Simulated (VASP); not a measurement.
Br:

```
Br
1.0
    -3.33250    0.00000    2.39256
     0.00000   -8.82258    0.00000
     3.33250    0.00000    2.39256
Br
4
Direct
  0.13000 0.90000 0.13000
  0.63000 0.60000 0.63000
  0.87000 0.10000 0.87000
  0.37000 0.40000 0.37000
```

Base run:

```yaml
Program: VASP 6.6.1
Functional: PBE
Potentials_or_basis: VASP PAW PBE potentials, release 64 (Br)
Cutoff: 520 eV
k_mesh: 5 × 2 × 5, shifted
Occupations: fermi-dirac, width 0.0417 eV
Spin: no spin polarisation
```

Its results: band gap on the k mesh 2.53 eV (least direct gap 2.55 eV); pressure 5.7 GPa; largest force 3.252 eV/Å.

Question: The run is repeated on the same cell with these changes: k mesh from 5 × 2 × 5, shifted to 8 × 3 × 8, through Γ; further incar settings from ALGO = Normal; EDIFF = 1e-06; NBANDS = 22 to ALGO = Normal; EDIFF = 1e-06; NBANDS = 22; ISYM = 0. What comes out?

Answer: Band gap on the k mesh 2.41 eV (least direct gap 2.44 eV); pressure 5.7 GPa; largest force 3.252 eV/Å.

Caveats: the stress differs along the axes, from 1 to 11 GPa; this functional lacks dispersion, which holds the molecules together, so the pressure and a relaxed volume are unreliable; forces of over 1 eV/Å act on the atoms, so gaps and moduli don't describe the material at rest; a shifted mesh leaves out Γ, where band edges can lie (at least some runs).

A k mesh can miss the band edges.
